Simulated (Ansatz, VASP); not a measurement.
## One calculation of Zr2N, two programs

```
CELL_PARAMETERS angstrom
5.41300 0.00000 0.00000
0.00000 5.41300 0.00000
0.00000 0.00000 3.30779
ATOMIC_POSITIONS crystal
Zr 0.29613 0.29613 0.00000
Zr 0.70388 0.70388 0.00000
Zr 0.79612 0.20388 0.50000
Zr 0.20388 0.79612 0.50000
N 0.00000 0.00000 0.00000
N 0.50000 0.50000 0.50000
```

Alike in both runs: task single point; functional LDA; k mesh 3 × 3 × 4; occupations fermi-dirac, width 0.15 eV; no spin polarisation.

```csv
,VASP,Ansatz
version,VASP 6.6.1,Ansatz 0.2.0
potentials or method,"VASP PAW LDA potentials, release 64 (Zr_sv, N)","plane waves, PAW"
plane-wave cutoff (eV),520,420
valence electrons in the cell,58,58
```

|  | VASP | Ansatz | Ansatz less VASP |
| --- | --- | --- | --- |
| pressure (GPa) | -8.2 | -8.7 | -0.43 |
| traceless stress, the component that is largest in VASP (GPa) | -0.52 | -0.53 | -0.016 |

LDA's correlation is that of Perdew and Zunger in VASP and of Perdew and Wang (1992) in Ansatz.

The k mesh is coarse, so the values compare programs but aren't converged.
